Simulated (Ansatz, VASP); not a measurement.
**Two plane-wave programs on Hg**

```
Hg
1.0
    -1.96249    1.96249    1.96249
     1.96249   -1.96249    1.96249
     1.96249    1.96249   -1.96249
Hg
1
Direct
  0.00000 0.00000 0.00000
```

Alike in both runs: task single point; functional PBE; k mesh 19 × 19 × 19; occupations fermi-dirac, width 0.1 eV; no spin polarisation.

```csv
,VASP,Ansatz
version,VASP 6.6.1,Ansatz 0.2.0
potentials or method,"VASP PAW PBE potentials, release 64 (Hg), cutoff 520 eV","plane waves (420 eV) with PAW, scalar-relativistic"
valence electrons in the cell,12,20
```

```tsv
	VASP	Ansatz	Ansatz less VASP
pressure (GPa)	-0.2	-0.3	-0.07
```

VASP's potentials hold 12 valence electrons a cell and Ansatz's 20, so a difference there can come from the potentials and not from the codes.

Spin-orbit coupling is off throughout.
